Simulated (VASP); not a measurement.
# La2I (I4/mmm) in VASP: single point with PBE

Aim: the single point of La2I with PBE.

Everything below comes from runs of VASP 6.6.1. Logs are shortened: lines on timing, memory, paths and dates and some standing lists are left out, and cuts for length are marked.

### Step 1. The cell of the first run

It takes space group I4/mmm (No. 139, tetragonal). Conventional cell: a = 4.677 Å, b = 4.677 Å, c = 17.791 Å, α = 90.00°, β = 90.00°, γ = 90.00°. Within 4.4 Å of I (site symmetry 4mm) lie 9 La at 3.32 to 3.40 Å. Within 4.3 Å of La (site symmetry mmm) lie 8 La at 3.31 to 3.89 Å and 4 I at 3.40 Å. La (site symmetry 4mm) has 5 I at 3.32 to 3.37 Å and 8 La at 3.89 to 4.26 Å within 4.4 Å.

### Step 2. Single point, PBE

Contents of INCAR:

```
  ALGO = Normal
  EDIFF = 1E-6
  ENCUT = 520
  GGA = PE
  ISIF = 2
  ISMEAR = -1
  LASPH = T
  LCHARG = T
  LELF = T
  LREAL = F
  LVHAR = T
  LWAVE = F
  NBANDS = 38
  NELM = 80
  PREC = Accurate
  SIGMA = 0.1
```

Contents of KPOINTS:

```
k-points
0
Gamma
  7 7 7
```

Contents of POSCAR:

```
La2I
1.0
    0.0000000000      4.6769302343      0.0000000000
    4.6769302343      0.0000000000      0.0000000000
    2.3384651171      2.3384651171     -8.8952888640
I La
2 4
Direct
    0.1386642540      0.1386642540      0.7226714919
    0.8613357460      0.8613357460      0.2773285081
    0.5000000000      0.0000000000      0.0000000000
    0.0000000000      0.5000000000      0.0000000000
    0.3254212186      0.3254212186      0.3491575627
    0.6745787814      0.6745787814      0.6508424373
```

Potentials or basis: VASP PAW PBE potentials, release 64 (I, La).

Command:

```bash
cat potpaw_PBE.64/I/POTCAR potpaw_PBE.64/La/POTCAR > POTCAR
mpirun -np 1 vasp_std > vasp.out
```

OUTCAR:

```text
EDIFF = 1E-6
   ENCUT = 520
   GGA = PE
   ISIF = 2
   ISMEAR = -1
   LASPH = T
   LREAL = F
   NELM = 80
   PREC = Accurate

 ion  position               nearest neighbor table
   1  0.139  0.139  0.723-   5 3.32   6 3.37   6 3.37   6 3.37   6 3.37   4 3.40   3 3.40   3 3.40
                             4 3.40
   2  0.861  0.861  0.277-   6 3.32   5 3.37   5 3.37   5 3.37   5 3.37   4 3.40   3 3.40   4 3.40
                             3 3.40
   3  0.500  0.000  0.000-   4 3.31   4 3.31   4 3.31   4 3.31   1 3.40   2 3.40   2 3.40   1 3.40

   4  0.000  0.500  0.000-   3 3.31   3 3.31   3 3.31   3 3.31   2 3.40   1 3.40   2 3.40   1 3.40

   5  0.325  0.325  0.349-   1 3.32   2 3.37   2 3.37   2 3.37   2 3.37
   6  0.675  0.675  0.651-   2 3.32   1 3.37   1 3.37   1 3.37   1 3.37

  LATTYP: Found a body centered tetragonal cell.
 ALAT       =     4.6769302343
 C/A-ratio  =     3.8039006008

  Lattice vectors:

 A1 = (  -2.3384651171,   2.3384651172,   8.8952888640)
 A2 = (   2.3384651172,  -2.3384651171,   8.8952888640)
 A3 = (   2.3384651171,   2.3384651171,  -8.8952888640)

Analysis of symmetry for initial positions (statically):
=====================================================================
 Subroutine PRICEL returns:
 Original cell was already a primitive cell.

 Routine SETGRP: Setting up the symmetry group for a
 body centered tetragonal supercell.

 Subroutine GETGRP returns: Found 16 space group operations
 (whereof 16 operations were pure point group operations)
 out of a pool of 16 trial point group operations.

The static configuration has the point symmetry D_4h.

Analysis of symmetry for dynamics (positions and initial velocities):
=====================================================================
 Subroutine PRICEL returns:
 Original cell was already a primitive cell.

 Routine SETGRP: Setting up the symmetry group for a
 body centered tetragonal supercell.

 Subroutine GETGRP returns: Found 16 space group operations
 (whereof 16 operations were pure point group operations)
 out of a pool of 16 trial point group operations.

The dynamic configuration has the point symmetry D_4h.

 Subroutine INISYM returns: Found 16 space group operations
 (whereof 16 operations are pure point group operations),
 and found     1 'primitive' translations

----------------------------------------------------------------------------------------

                                     Primitive cell

  volume of cell :     194.5727

  direct lattice vectors                    reciprocal lattice vectors
     0.000000000  4.676930234  0.000000000     0.000000000  0.213815462  0.056209529
     4.676930234  0.000000000  0.000000000     0.213815462  0.000000000  0.056209529
     2.338465117  2.338465117 -8.895288864     0.000000000  0.000000000 -0.112419059

  length of vectors
     4.676930234  4.676930234  9.490152906     0.221080445  0.221080445  0.112419059

  position of ions in fractional coordinates (direct lattice)
     0.138664254  0.138664254  0.722671492
     0.861335746  0.861335746  0.277328508
     0.500000000  0.000000000  0.000000000
     0.000000000  0.500000000  0.000000000
     0.325421219  0.325421219  0.349157563
     0.674578781  0.674578781  0.650842437

  ion indices of the primitive-cell ions
   primitive index   ion index
                 1           1
                 2           2
                 3           3
                 4           4
                 5           5
                 6           6

----------------------------------------------------------------------------------------

 KPOINTS: k-points

Automatic generation of k-mesh.
 Grid dimensions read from file:
 generate k-points for:    7    7    7

 Generating k-lattice:

  Cartesian coordinates                     Fractional coordinates (reciprocal lattice)
     0.000000000  0.030545066  0.008029933     0.142857143  0.000000000 -0.000000000
     0.030545066  0.000000000  0.008029933     0.000000000  0.142857143 -0.000000000
     0.000000000  0.000000000 -0.016059866     0.000000000  0.000000000  0.142857143

  Length of vectors
     0.031582921  0.031582921  0.016059866

  Shift w.r.t. Gamma in fractional coordinates (k-lattice)
     0.000000000  0.000000000  0.000000000

 Subroutine IBZKPT returns following result:
 ===========================================

 Found     40 irreducible k-points:

 Following reciprocal coordinates:
            Coordinates               Weight
  0.000000  0.000000  0.000000      1.000000
  0.142857  0.000000 -0.000000      8.000000
  0.285714  0.000000 -0.000000      8.000000
  0.428571  0.000000 -0.000000      8.000000
  0.142857  0.142857 -0.000000      8.000000
  0.285714  0.142857 -0.000000     16.000000
[... 16 lines left out ...]
  0.285714  0.285714  0.142857      8.000000
  0.428571  0.285714  0.142857     16.000000
 [... further k-points ...]
   k-points           NKPTS =     40   k-points in BZ     NKDIM =     40   number of bands    NBANDS=     38
   number of dos      NEDOS =    301   number of ions     NIONS =      6
   total plane-waves  NPLWV =  93312
   dimension x,y,z NGX =    36 NGY =   36 NGZ =   72
   dimension x,y,z NGXF=    72 NGYF=   72 NGZF=  144
   ions per type =               2   4
   NGX,Y,Z   is equivalent  to a cutoff of  12.80, 12.80, 12.61 a.u.
   NGXF,Y,Z  is equivalent  to a cutoff of  25.59, 25.59, 25.23 a.u.
 SYSTEM =  unknown system
   PREC   = accura    normal or accurate (medium, high low for compatibility)
   ISTART =      0    job   : 0-new  1-cont  2-samecut
   ICHARG =      2    charge: 1-file 2-atom 10-const
   ISPIN  =      1    spin polarized calculation?
   LNONCOLLINEAR =      F non collinear calculations
   LSORBIT =      F    spin-orbit coupling
   LASPH  =      T    aspherical Exc in radial PAW
   ENCUT  =  520.0 eV  38.22 Ry    6.18 a.u.   8.70  8.70 17.65*2*pi/ulx,y,z
   NELM   =     80;   NELMIN=  2; NELMDL= -5     # of ELM steps
   EDIFF  = 0.1E-05   stopping-criterion for ELM
   LREAL  =      F    real-space projection
   EDIFFG = 0.1E-04   stopping-criterion for IOM
   NSW    =      0    number of steps for IOM
   IBRION =     -1    ionic relax: 0-MD 1-quasi-New 2-CG
   NFREE  =      0    steps in history (QN), initial steepest desc. (CG)
   ISIF   =      2    stress and relaxation
   ISYM   =      2    0-nonsym 1-usesym 2-fastsym
   POTIM  = 0.5000    time-step for ionic-motion
   TEBEG  =    0.0;   TEEND  =   0.0 temperature during run
   PSTRESS=    0.0 pullay stress
   NELECT =      58.0000    total number of electrons
   NUPDOWN=      -1.0000    fix difference up-down
   EMIN   =  10.00;   EMAX   =-10.00  energy-range for DOS
   EFERMI =   0.00;   METHOD = LEGACY
   ISMEAR =    -1;   SIGMA  =   0.10  broadening in eV -4-tet -1-fermi 0-gaus
   EFERMI_NEDOS =   21; number of points for ismear=-14 and -15
   IALGO  =     38    algorithm
   IMIX   =      4    mixing-type and parameters
     AMIX     =   0.40;   BMIX     =  1.00
     AMIX_MAG =   1.60;   BMIX_MAG =  1.00
  volume/ion in A,a.u.               =      32.43       218.84
  Fermi-wavevector in a.u.,A,eV,Ry     =   1.093596  2.066597 16.271915  1.195952
  Thomas-Fermi vector in A             =   2.229884
   LORBIT       =      0    0 simple, 1 ext, 2 COOP (PROOUT), +10 PAW based schemes
   GGA     = PE    functional components
   LHFCALC =     F    Hartree Fock is set to
   AEXX    =    0.0000 exact exchange contribution
   IVDW    =     0    specifies the selected vdW correction
   LEPSILON=     F    determine dielectric tensor
   LRPA    =     F    only Hartree local field effects (RPA)
 non-spin polarized calculation
  energy-cutoff  :      520.00
  volume of cell :      194.57
 maximum number of plane-waves:      5289
   NGX = 17   NGY = 17   NGZ = 35

 number of electron      58.0000000 magnetization

 Free energy of the ion-electron system (eV)
  ---------------------------------------------------
  ext. energy  EPLUGINS =         0.00000000
  ---------------------------------------------------
  free energy    TOTEN  =       -26.17351743 eV

  energy without entropy =      -25.95290235  energy(sigma->0) =      -26.06320989

 E-fermi :   9.2094     XC(G=0):  -9.8740

 val. band max:        9.2087976644   @ k =  -0.1429  -0.1429   0.2857
 cond. band min:       9.2100114463   @ k =  -0.1429  -0.2857   0.1429
 fundamental gap:      0.0012137819
 Fermi energy:         9.2094295917

 k-point     1 :       0.0000    0.0000    0.0000
  band No.  band energies     occupation
      1     -24.0753      2.00000
      2     -24.0406      2.00000
      3     -23.6334      2.00000
      4     -23.1358      2.00000
      5      -8.2769      2.00000
      6      -8.0865      2.00000
[... 30 lines left out ...]
     37      10.4855      0.00001
     38      10.4902      0.00001

 k-point     2 :       0.1429    0.0000   -0.0000
  band No.  band energies     occupation
      1     -24.0720      2.00000
      2     -24.0413      2.00000
      3     -23.6097      2.00000
      4     -23.1612      2.00000
      5      -8.3021      2.00000
      6      -8.0979      2.00000
[... 30 lines left out ...]
     37      10.4804      0.00001
     38      10.4951      0.00001

 k-point     3 :       0.2857    0.0000   -0.0000
  band No.  band energies     occupation
      1     -24.0641      2.00000
      2     -24.0435      2.00000
      3     -23.5427      2.00000
      4     -23.2321      2.00000
      5      -8.3475      2.00000
      6      -8.1733      2.00000
[... 30 lines left out ...]
     37      10.5186      0.00000
     38      10.5954      0.00000

 k-point     4 :       0.4286    0.0000   -0.0000
  band No.  band energies     occupation
      1     -24.0552      2.00000
      2     -24.0479      2.00000
      3     -23.4444      2.00000
      4     -23.3334      2.00000
      5      -8.3668      2.00000
      6      -8.2762      2.00000
[... 30 lines left out ...]
     37      10.5615      0.00000
     38      10.6547      0.00000
[... 703 lines left out ...]
      4     -23.1612      2.00000
      5      -8.2618      2.00000
      6      -8.0896      2.00000
[... 30 lines left out ...]
     37      10.3837      0.00002
     38      10.4456      0.00001

 k-point    23 :       0.2857    0.2857    0.1429
  band No.  band energies     occupation
      1     -24.0565      2.00000
      2     -24.0438      2.00000
      3     -23.4828      2.00000
      4     -23.2886      2.00000
      5      -8.4408      2.00000
      6      -8.2296      2.00000
[... 30 lines left out ...]
     37      10.5255      0.00000
     38      10.5444      0.00000

 k-point    24 :       0.4286    0.2857    0.1429
  band No.  band energies     occupation
      1     -24.0503      2.00000
      2     -24.0458      2.00000
      3     -23.4194      2.00000
      4     -23.3501      2.00000
      5      -8.4768      2.00000
      6      -8.2162      2.00000
[... 30 lines left out ...]
     37      10.5595      0.00000
     38      10.6219      0.00000

 [... further k-points ...]

------------------------ aborting loop because EDIFF is reached ----------------------------------------

  FORCE on cell =-STRESS in cart. coord.  units (eV):
  Direction    XX          YY          ZZ          XY          YZ          ZX
  --------------------------------------------------------------------------------------
  -------------------------------------------------------------------------------------
  Total       -0.0592595     -0.0592595     -0.0845023      0.0000000     -0.0000000     -0.0000000
  in kB       -0.4879629     -0.4879629     -0.6958203      0.0000000     -0.0000000     -0.0000000
  external PRESSURE =      -0.5572487 kB  Pullay stress =       0.0000000 kB

 VOLUME and BASIS-vectors are now :
 -----------------------------------------------------------------------------
  energy-cutoff  :      520.00
  volume of cell :      194.57
      direct lattice vectors                 reciprocal lattice vectors
     0.000000000  4.676930234  0.000000000     0.000000000  0.213815462  0.056209529
     4.676930234  0.000000000  0.000000000     0.213815462  0.000000000  0.056209529
     2.338465117  2.338465117 -8.895288864     0.000000000  0.000000000 -0.112419059

 POSITION                                       TOTAL-FORCE (eV/Angst)
 -----------------------------------------------------------------------------------
      2.33847      2.33847     -6.42837        -0.000000     -0.000000     -0.006698
      4.67693      4.67693     -2.46692         0.000000      0.000000      0.006698
      0.00000      2.33847      0.00000         0.000000      0.000000      0.000000
      2.33847      0.00000      0.00000         0.000000      0.000000      0.000000
      2.33847      2.33847     -3.10586        -0.000000     -0.000000     -0.007161
      4.67693      4.67693     -5.78943         0.000000      0.000000      0.007161
 -----------------------------------------------------------------------------------
    total drift:                               -0.000000     -0.000000      0.000000

  FREE ENERGIE OF THE ION-ELECTRON SYSTEM (eV)
  ---------------------------------------------------
  free  energy   TOTEN  =       -26.1735174316 eV

  energy  without entropy=      -25.9529023543  energy(sigma->0) =      -26.06320989
```

It took 9 min on 1 thread of Intel Xeon Platinum 8259CL at 2.50GHz (Skylake/Cascade Lake), shared host; peak memory 0.46 GiB.

Results:

```yaml
Free_energy: -26.1735 eV
Pressure: -0.1 GPa
Largest_force: 0.007 eV/Å
Band_gap_on_the_k_mesh: zero (bands 29 and 30 overlap by 0.91 eV)
```

Forces on the atoms (eV/Å):
```
I    0.000  0.000 -0.007
I    0.000  0.000  0.007
La   0.000  0.000  0.000
La   0.000  0.000  0.000
La   0.000  0.000 -0.007
La   0.000  0.000  0.007
```

Levels at points of the mesh, in eV from the Fermi level:
| k point | band 26 | band 27 | band 28 | band 29 | band 30 | band 31 | band 32 | band 33 |
| --- | --- | --- | --- | --- | --- | --- | --- | --- |
| (0.00, 0.00, 0.00) | -1.43 | -1.19 | -1.08 | -1.06 | -0.53 | -0.53 | -0.33 | 0.80 |

Caveat: spin-orbit coupling is left out, which moves the levels of the heavy elements.
